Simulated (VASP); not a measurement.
Wanted: the native input for a VASP 6.6.1 run.

```
Task                   : single point
Functional             : PBE
Potentials or basis    : VASP PAW PBE potentials, release 64 (In_d, Sb)
Cutoff                 : 520 eV
k mesh                 : 4 × 4 × 4
Occupations            : tetrahedron
Spin                   : no spin polarisation
Dipole correction      : no
Further INCAR settings : ALGO = Normal; EDIFF = 1e-06; NBANDS = 16
```

The structure of InSb lies in POSCAR:

```
InSb
1.0
    0.0000000000      3.0735130000      3.0735130000
    3.0735130000      0.0000000000      3.0735130000
    3.0735130000      3.0735130000      0.0000000000
In Sb
1 1
Direct
    0.0000000000      0.0000000000      0.0000000000
    0.5000000000      0.5000000000      0.5000000000
```

One way to write it, as run:

INCAR

```
SYSTEM = InSb
PREC = Accurate
ENCUT = 520
EDIFF = 1E-6
ISMEAR = -5
SIGMA = 0.1
LREAL = .False.
LASPH = .True.
NELM = 80
ALGO = Normal
ISIF = 2
LWAVE = .False.
LCHARG = .False.
GGA = PE
NBANDS = 16
```

KPOINTS

```
Automatic mesh
0
Gamma
  4 4 4
  0 0 0
```

Potentials or basis: VASP PAW PBE potentials, release 64 (In_d, Sb).

Run with:

```console
$ cat potpaw_PBE.64/In_d/POTCAR potpaw_PBE.64/Sb/POTCAR > POTCAR
$ mpirun -np 1 vasp_std > vasp.out
```

Results of the run:

| Item | Value |
| --- | --- |
| Pressure | -0.1 GPa |
| Band gap on the k mesh | zero (band 9 reaches 6.99 eV, above the bottom of band 10 at 4.53 eV) |

Caveat: the k points lie up to 0.44 Å⁻¹ apart; spin-orbit coupling is left out, which moves the levels of the heavy elements; tetrahedron occupations give inexact forces and stress in metals.

Run time: 21 s on 1 thread of Intel Xeon 8259CL (shared host), peak memory 0.18 GiB.
